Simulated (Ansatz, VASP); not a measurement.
**Be in VASP and in Ansatz**

```
Be
1.0
     2.13325    0.00000    0.00000
    -1.06663    1.84745    0.00000
     0.00000    0.00000   28.48769
Be
2
Direct
  0.00000 0.00000 0.32299
  0.00000 0.00000 0.23866
```

Alike in both runs: functional PBE; k mesh 12 × 12 × 1; occupations gaussian, width 0.1 eV; no spin polarisation.

Ansatz relaxed the structure, and its values are those at the end. VASP's run is a single point on that final structure, the one shown.

|  | VASP | Ansatz |
| --- | --- | --- |
| version | VASP 6.6.1 | Ansatz 0.2.0 |
| potentials or method | VASP PAW PBE potentials, release 64 (Be), cutoff 520 eV | scalar-relativistic, plane waves, PAW |
| valence electrons in the cell | 4 | 4 |

Ansatz gave:

| Quantity | Value |
| --- | --- |
| gap on the k mesh at the Fermi level (eV) | none |
| rms of the force components (eV/Å) | 0.004 |

**Question.** What did VASP give for the same quantities?

**Answer.** gap on the k mesh at the Fermi level (eV): none; rms of the force components (eV/Å): 0.005.

A gap of «none» marks a metal or a gap that the smearing closes. With one functional, cell and mesh, what is left measures potentials, basis and numerics. Ansatz's warnings: slab cell height set.
